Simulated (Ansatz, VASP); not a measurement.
## Two plane-wave programs on Ge

File INCAR:

```
PREC = Accurate ; ENCUT = 520
EDIFF = 1E-7 ; ISMEAR = 0
SIGMA = 0.15 ; LREAL = False
LASPH = True ; NELM = 100
ALGO = Normal ; ISIF = 2
LWAVE = False ; LCHARG = False
GGA = PE ; NBANDS = 36
```

File KPOINTS:

```
regular mesh
0
Gamma
  12 12 8
```

Contents of POSCAR:

```
Ge
1.0
    4.0581567077      0.0000000000      0.0000000000
   -2.0290783539      3.5144668014      0.0000000000
    0.0000000000      0.0000000000      6.5921402695
Ge
4
Direct
    0.6666666667      0.3333333333      0.0627911807
    0.3333333333      0.6666666667      0.5627911807
    0.6666666667      0.3333333333      0.4372088193
    0.3333333333      0.6666666667      0.9372088193
```

Input for Ansatz:

```yaml
crystal:
  lattice:
    - [4.0581567077, 0.0, 0.0]
    - [-2.0290783539, 3.5144668014, 0.0]
    - [0.0, 0.0, 6.5921402695]
  atoms:
    - { symbol: Ge, position: [0.6666666667, 0.3333333333, 0.0627911807] }
    - { symbol: Ge, position: [0.3333333333, 0.6666666667, 0.5627911807] }
    - { symbol: Ge, position: [0.6666666667, 0.3333333333, 0.4372088193] }
    - { symbol: Ge, position: [0.3333333333, 0.6666666667, 0.9372088193] }
basis:
  ecutwfc: 420
kpoints:
  mp_grid: { grid: [12, 12, 8] }
hamiltonian:
  xc: pbe
scf:
  occupations: { method: gaussian, width: 0.15 }
output:
  forces: true
  stress: true
  eigenvalues: true
```

Change from the starting cell: strain +0.000 along x and y, -0.015 along z, atoms carried along.

Alike in both runs: task single point; functional PBE; k mesh 12 × 12 × 8; occupations gaussian, width 0.15 eV; no spin polarisation.

|  | VASP | Ansatz |
| --- | --- | --- |
| version | VASP 6.6.1 | Ansatz 0.2.0 |
| potentials or method | VASP PAW PBE potentials, release 64 (Ge_d), cutoff 520 eV | scalar-relativistic, plane waves, PAW |
| valence electrons in the cell | 56 | 56 |

|  | VASP | Ansatz | Ansatz less VASP |
| --- | --- | --- | --- |
| gap on the k mesh at the Fermi level (eV) | none | none | - |
| pressure (GPa) | 0.9 | 1.0 | +0.05 |
| traceless stress, the component that is largest in VASP (GPa) | 1.71 | 1.71 | -0.004 |
| rms of the force components (eV/Å) | 0.079 | 0.079 | +0.0006 |

Atom by atom the forces differ by 0.001 eV/Å (rms over components). A gap of «none» marks a metal or a gap that the smearing closes.
